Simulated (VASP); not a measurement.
SiO2, 18 atoms in the cell. It takes space group P6_522 (No. 179, hexagonal). Conventional cell: a = 7.298 Å, b = 7.298 Å, c = 7.016 Å, α = 90.00°, β = 90.00°, γ = 120.00°. Si (site symmetry 2) has 4 O at 1.60 Å within 2.1 Å. O (site symmetry 2) has 2 Si at 1.60 Å within 2.1 Å. Within 2.1 Å of O (site symmetry 2) lie 2 Si at 1.60 Å. 

| Item | Value |
| --- | --- |
| Program | VASP 6.6.1 |
| Task | single point |
| Functional | r2SCAN |
| Potentials or basis | VASP PAW PBE potentials, release 64 (Si, O) |
| Cutoff | 660 eV |
| k mesh | 6 × 6 × 4 |
| Occupations | gaussian, width 0.02 eV |
| Spin | no spin polarisation |
| Dipole correction | no |
| Further INCAR settings | ALGO = Normal; EDIFF = 1e-06; NBANDS = 63 |

Potentials or basis: VASP PAW PBE potentials, release 64 (Si, O).

Command:

```console
$ cat potpaw_PBE.64/Si/POTCAR potpaw_PBE.64/O/POTCAR > POTCAR
$ cp INCAR.step1 INCAR
$ mpirun -np 1 vasp_std > vasp.out
$ cp INCAR.step2 INCAR
$ mpirun -np 1 vasp_std > vasp.out
```

Hardware: 1 thread of Oxide Virtual Turin-like Processor, on a shared host.

Task: Estimate the wall time of this run.

Result: Run time: 52 min on 1 thread of Oxide Virtual Turin-like Processor (shared host), peak memory 0.84 GiB. Counts: k points 21.
